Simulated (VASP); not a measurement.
**MgZn3O3: single point with PBE**

Crystal: MgZn3O3.

```
Mg Zn O
1.0
     3.04048    0.00000    0.00000
     0.00000    4.12709    0.00000
     0.00000    0.00000    6.68675
Mg Zn O
1 3 3
Direct
  0.50000 0.00000 0.00000
  0.50000 0.50000 0.29441
  0.50000 0.50000 0.70559
  0.00000 0.00000 0.50000
  0.50000 0.00000 0.28748
  0.00000 0.50000 0.00000
  0.50000 0.00000 0.71252
```

- Program: VASP 6.6.1
- Task: single point
- Functional: PBE
- Potentials or basis: VASP PAW PBE potentials, release 64 (Mg, Zn, O)
- Cutoff: 520 eV
- k mesh: 12 × 10 × 6
- Occupations: gaussian, width 0.1 eV
- Spin: no spin polarisation

The pressure is 0.4 GPa. The largest force is 0.064 eV/Å. The band gap on the k mesh is zero (band 28 reaches 3.97 eV, above the bottom of band 29 at 2.39 eV).

Forces on the atoms (eV/Å):
```
Mg   0.000  0.000  0.000
Zn   0.000  0.000  0.001
Zn   0.000  0.000 -0.001
Zn   0.000  0.000  0.000
O    0.000  0.000 -0.064
O    0.000  0.000  0.000
O    0.000  0.000  0.064
```

Stress tensor (GPa, compression positive):
```
0.35 0.00 0.00
0.00 0.56 0.00
0.00 0.00 0.22
```

Levels at points of the mesh, in eV from the Fermi level:
```tsv
k point	band 26	band 27	band 28	band 29	band 30	band 31
(0.00, 0.00, 0.00)	-3.03	-2.32	-1.86	1.28	1.86	3.43
(0.50, 0.00, 0.00)	-2.87	-2.66	-0.10	0.70	2.18	3.24
(0.00, 0.50, 0.00)	-2.13	-1.93	-0.71	1.43	2.61	3.73
(0.50, 0.50, 0.00)	-3.09	-2.81	-1.18	2.01	3.38	3.79
(0.00, 0.00, 0.50)	-2.47	-1.74	-1.54	-1.19	2.91	4.53
(0.50, 0.00, 0.50)	-2.87	-2.70	-0.59	1.09	3.23	3.68
(0.00, 0.50, 0.50)	-2.13	-1.92	-0.42	1.26	2.37	4.08
(0.50, 0.50, 0.50)	-3.12	-2.78	0.08	1.98	2.31	3.50
```

Wall time 7.4 min on 1 thread of Intel(R) Xeon(R) Platinum 8259CL CPU @ 2.50GHz (Skylake/Cascade Lake), on a shared host, peak memory 0.51 GiB.
